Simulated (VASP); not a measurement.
Wanted: the native input for a VASP 6.6.1 run.

- Task: single point
- Functional: PBE
- Potentials or basis: VASP PAW PBE potentials, release 64 (Ga_d, N)
- Cutoff: 520 eV
- k mesh: 10 × 10 × 10
- Occupations: gaussian, width 0.02 eV
- Spin: no spin polarisation
- Dipole correction: no
- Further INCAR settings: ALGO = Normal; EDIFF = 1e-07; NBANDS = 16

The structure of GaN lies in POSCAR:

```
GaN
1.0
    0.0000000000      2.2276025120      2.2276025120
    2.2276025120      0.0000000000      2.2276025120
    2.2276025120      2.2276025120      0.0000000000
Ga N
1 1
Direct
    0.0000000000      0.0000000000      0.0000000000
    0.2500000000      0.2500000000      0.2500000000
```

This cell differs from its parent crystal: strained cell.

These files were run (other wordings do the same):

INCAR

```
PREC = Accurate
ENCUT = 520
EDIFF = 1E-7
ISMEAR = 0
SIGMA = 0.02
LREAL = False
LASPH = True
NELM = 60
ALGO = Normal
ISIF = 2
LWAVE = False
LCHARG = False
GGA = PE
NBANDS = 16
```

KPOINTS

```
regular mesh
0
Gamma
  10 10 10
```

Potentials or basis: VASP PAW PBE potentials, release 64 (Ga_d, N).

The run is started by

```sh
$ cat potpaw_PBE.64/Ga_d/POTCAR potpaw_PBE.64/N/POTCAR > POTCAR
$ mpirun -np 1 vasp_std > vasp.out
```

Results of the run:

The pressure is 12.3 GPa. The band gap on the k mesh is 1.95 eV.

Caveat: the cell differs from its parent crystal (strained cell); the cell stands under pressure.

Run time: 6.9 s on 1 thread of Intel(R) Xeon(R) 6975P-C (Granite Rapids), on a shared host, peak memory 0.14 GiB.
